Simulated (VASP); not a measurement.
Set up this calculation in VASP 6.6.1, as the native input.

```yaml
Task: single point
Functional: LDA
Potentials_or_basis: VASP PAW LDA potentials, release 64 (Cd, Se)
Cutoff: 520 eV
k_mesh: 11 × 11 × 11
Occupations: fermi-dirac, width 0.05 eV
Spin: no spin polarisation
Dipole_correction: no
Further_INCAR_settings: ALGO = Normal; EDIFF = 1e-07; NBANDS = 16
```

The structure of CdSe (zincblende type) lies in POSCAR:

```
CdSe
1.0
    0.0000000000      2.6927663868      2.6927663868
    2.6927663868      0.0000000000      2.6927663868
    2.6927663868      2.6927663868      0.0000000000
Cd Se
1 1
Direct
    0.0000000000      0.0000000000      0.0000000000
    0.2500000000      0.2500000000      0.2500000000
```

This cell differs from its parent crystal: volume scaled by 0.72, source ansatz.

The input as run:

INCAR

```
ALGO = Normal
EDIFF = 1E-7
ENCUT = 520
GGA = CA
ISIF = 2
ISMEAR = -1
LASPH = True
LCHARG = False
LREAL = False
LWAVE = False
NBANDS = 16
NELM = 100
PREC = Accurate
SIGMA = 0.05
```

KPOINTS

```
k-points
0
Gamma
  11 11 11
```

Potentials or basis: VASP PAW LDA potentials, release 64 (Cd, Se).

Command:

```sh
$ cat potpaw_LDA.64/Cd/POTCAR potpaw_LDA.64/Se/POTCAR > POTCAR
$ mpirun -np 1 vasp_std > vasp.out
```

Results of the run:

```
Pressure               : 42.9 GPa
Band gap on the k mesh : 1.04 eV, direct
```

Wall time 12 s on 1 thread of Intel(R) Xeon(R) 6975P-C (Granite Rapids) (shared host), peak memory 0.16 GiB.
